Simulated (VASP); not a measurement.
# BeZn4O (P-6m2) in VASP: further runs, part 2 of 2

VASP 6.6.1.

## 3. Single point, PBE

This run uses another cell than the first one, of 14.80 Å³/atom, 1.022 times its volume.

The input, INCAR:

```
SYSTEM = BeZn4O
PREC = Accurate
ENCUT = 600
EDIFF = 1E-6
ISMEAR = 0
SIGMA = 0.2
LREAL = .False.
LASPH = .True.
NELM = 120
ALGO = Normal
ISIF = 2
LWAVE = .False.
LCHARG = .False.
GGA = PE
NBANDS = 37
GGA_COMPAT = .False.
```

The input, KPOINTS:

```
Automatic mesh
0
Gamma
  4 4 4
  0 0 0
```

The input, POSCAR:

```
BeZn4O
1.0
    5.2647769878      0.0000000031      0.0000000000
   -2.6323884966      4.5594306152      0.0000000000
    0.0000000000      0.0000000000      3.7005523215
Be Zn O
1 4 1
Direct
    0.6666666667      0.3333333333      0.0000000000
    0.3333333333      0.6666666667      0.0000000000
    0.6791301899      0.8395650950      0.5000000000
    0.1604349050      0.8395650950      0.5000000000
    0.1604349050      0.3208698101      0.5000000000
    0.0000000000      0.0000000000      0.0000000000
```

Potentials or basis: VASP PAW PBE potentials, release 64 (Be, Zn, O).

The run is started by

```
> cat potpaw_PBE.64/Be/POTCAR potpaw_PBE.64/Zn/POTCAR potpaw_PBE.64/O/POTCAR > POTCAR
> mpirun -np 1 vasp_std > vasp.out
```

OUTCAR:

```text
SYSTEM = BeZn4O
   PREC = Accurate
   ENCUT = 600
   EDIFF = 1E-6
   ISMEAR = 0
   LREAL = .False.
   LASPH = .True.
   NELM = 120
   ISIF = 2
   GGA = PE

 ion  position               nearest neighbor table
   1  0.667  0.333  0.000-
   2  0.333  0.667  0.000-   3 2.43   3 2.43   4 2.43   4 2.43   5 2.43   5 2.43
   3  0.679  0.840  0.500-   6 2.36   6 2.36   2 2.43   2 2.43   4 2.53   5 2.53   4 2.73   5 2.73

   4  0.160  0.840  0.500-   6 2.36   6 2.36   2 2.43   2 2.43   3 2.53   5 2.53   3 2.73   5 2.73

[... 675 lines left out ...]
  -------------------------------------------------------------------------------------
  Total        0.5332587      0.5332587      0.2358306     -0.0000000     -0.0000000      0.0000000
  in kB        9.6181466      9.6181466      4.2535710     -0.0000000     -0.0000000      0.0000000
  external PRESSURE =       7.8299548 kB  Pullay stress =       0.0000000 kB

 VOLUME and BASIS-vectors are now :
 -----------------------------------------------------------------------------
  energy-cutoff  :      600.00
  volume of cell :       88.83
      direct lattice vectors                 reciprocal lattice vectors
     5.264776988  0.000000003  0.000000000     0.189941569  0.109662816  0.000000000
    -2.632388497  4.559430615  0.000000000    -0.000000000  0.219325632  0.000000000
     0.000000000  0.000000000  3.700552322     0.000000000  0.000000000  0.270229931

 POSITION                                       TOTAL-FORCE (eV/Angst)
 -----------------------------------------------------------------------------------
      2.63239      1.51981      0.00000        -0.000000     -0.000000      0.000000
     -0.00000      3.03962      0.00000        -0.000000      0.000000      0.000000
      1.36541      3.82794      1.85028        -0.027875     -0.016094     -0.000000
     -1.36541      3.82794      1.85028         0.027875     -0.016094     -0.000000
     -0.00000      1.46298      1.85028        -0.000000      0.032188      0.000000
      0.00000      0.00000      0.00000        -0.000000     -0.000000      0.000000
 -----------------------------------------------------------------------------------
    total drift:                               -0.000001      0.000001      0.000000

  FREE ENERGIE OF THE ION-ELECTRON SYSTEM (eV)
  ---------------------------------------------------
  free  energy   TOTEN  =       -10.8141723144 eV

  energy  without entropy=      -10.7899426794  energy(sigma->0) =      -10.80205750
```

stdout:

```text
POSCAR found type information on POSCAR BeZnO
 POSCAR found :  3 types and       6 ions
 scaLAPACK will be used
 LDA part: xc-table for (Slater+PW92), standard interpolation
 POSCAR, INCAR and KPOINTS ok, starting setup
 FFT: planning ... GRIDC
 FFT: planning ... GRID_SOFT
 FFT: planning ... GRID
 WAVECAR not read
 entering main loop
```

It took 30 s on 1 thread of AMD EPYC 9R45 (Zen 5), shared host; peak memory 0.2 GiB.

What came out:

- Free energy: -10.8142 eV
- Pressure: 0.8 GPa
- Largest force: 0.032 eV/Å
- Band gap on the k mesh: zero (band 28 reaches 3.60 eV, above the bottom of band 29 at 2.29 eV)

Forces on the atoms (eV/Å):
```
Be   0.000  0.000  0.000
Zn   0.000  0.000  0.000
Zn  -0.028 -0.016  0.000
Zn   0.028 -0.016  0.000
Zn   0.000  0.032  0.000
O    0.000  0.000  0.000
```

Levels at points of the mesh, in eV from the Fermi level:
| k point | band 25 | band 26 | band 27 | band 28 | band 29 | band 30 | band 31 | band 32 |
| --- | --- | --- | --- | --- | --- | --- | --- | --- |
| (0.00, 0.00, 0.00) | -3.69 | -1.68 | -1.68 | -1.49 | 0.38 | 2.11 | 2.11 | 2.34 |
| (0.50, 0.00, 0.00) | -3.30 | -2.43 | -1.42 | -0.49 | 2.57 | 3.05 | 3.76 | 4.16 |
| (0.00, 0.00, 0.50) | -3.42 | -3.42 | 1.14 | 1.14 | 1.15 | 1.32 | 1.32 | 1.46 |
| (0.50, 0.00, 0.50) | -3.66 | -2.07 | -1.73 | -0.69 | -0.17 | 1.62 | 1.82 | 2.54 |

Caveat: the k points lie up to 0.42 Å⁻¹ apart.

## 4. Single point, PBE

This run uses another cell than the first one, of 14.71 Å³/atom, 1.016 times its volume.

The input, INCAR:

```
SYSTEM = BeZn4O
PREC = Accurate
ENCUT = 600
EDIFF = 1E-6
ISMEAR = 0
SIGMA = 0.2
LREAL = .FALSE.
LASPH = .TRUE.
NELM = 120
ALGO = Normal
ISIF = 2
LWAVE = .FALSE.
LCHARG = .FALSE.
GGA = PE
NBANDS = 37
GGA_COMPAT = .FALSE.
```

The input, KPOINTS:

```
regular mesh
0
G
  4 4 4
  0 0 0
```

The input, POSCAR:

```
BeZn4O
1.0
    4.9767809056      0.0000000029      0.0000000000
   -2.4883904554      4.3100186919      0.0000000000
    0.0000000000      0.0000000000      4.1159159567
Be Zn O
1 4 1
Direct
    0.0000000000      0.0000000000      0.0000000000
    0.3333333333      0.6666666667      0.0000000000
    0.6725716413      0.8362858206      0.5000000000
    0.1637141794      0.8362858206      0.5000000000
    0.1637141794      0.3274283587      0.5000000000
    0.6666666667      0.3333333333      0.0000000000
```

The run is started by

```
> cat potpaw_PBE.64/Be/POTCAR potpaw_PBE.64/Zn/POTCAR potpaw_PBE.64/O/POTCAR > POTCAR
> mpirun -np 1 vasp_std > vasp.out
```

Run time: 36 s. Hardware: 1 thread of AMD EPYC 9R45 (Zen 5), shared host; peak memory 0.21 GiB.

The run converged. Its results:

* Free energy: -10.5030 eV
* Pressure: 0.4 GPa
* Largest force: 0.007 eV/Å
* Band gap on the k mesh: zero (band 28 reaches 2.26 eV, above the bottom of band 29 at 1.48 eV)

Forces in eV/Å, atoms in the order of the input:
```
Be   0.000  0.000  0.000
Zn   0.000  0.000  0.000
Zn   0.006  0.003  0.000
Zn  -0.006  0.003  0.000
Zn   0.000 -0.007  0.000
O    0.000  0.000  0.000
```

Stress tensor (GPa, compression positive):
```
0.18 0.00 0.00
0.00 0.18 0.00
0.00 0.00 0.80
```

Levels at points of the mesh, in eV from the Fermi level:
```csv
k point,band 24,band 25,band 26,band 27,band 28,band 29,band 30,band 31,band 32,band 33
"(0.00, 0.00, 0.00)",-2.38,-2.33,-2.33,-1.00,-1.00,-0.12,1.97,2.26,2.26,5.53
"(0.50, 0.00, 0.00)",-3.41,-1.35,-1.09,-0.60,-0.03,0.10,2.10,3.26,3.56,4.90
"(0.00, 0.00, 0.50)",-2.70,-1.74,-1.74,-1.11,0.16,0.16,1.65,1.65,2.02,2.02
"(0.50, 0.00, 0.50)",-5.06,-2.77,-2.52,-2.05,-0.23,-0.08,1.36,1.64,3.97,7.29
```

Caveat: the k points lie up to 0.38 Å⁻¹ apart.

## 5. Summary

```tsv
cell	k mesh	gap on the mesh (eV)	pressure (GPa)	largest force (eV/Å)
a = 5.467, b = 5.467, c = 3.357 Å, angles 90.0, 90.0, 120.0°, 6 atoms	4 × 4 × 3	none	0.3	0.01
a = 5.265, b = 5.265, c = 3.701 Å, angles 90.0, 90.0, 120.0°, 6 atoms	4 × 4 × 4	none	0.8	0.03
a = 4.977, b = 4.977, c = 4.116 Å, angles 90.0, 90.0, 120.0°, 6 atoms	4 × 4 × 4	none	0.4	0.01
```

Alike in all rows: task single point; level PBE; potentials or basis VASP PAW PBE potentials, release 64 (Be, Zn, O); no spin polarisation; cutoff (eV) 600; smearing gaussian 0.2 eV.

Caveats: all runs use coarse meshes.

Absolute energies hang on the potentials; compare differences alone.
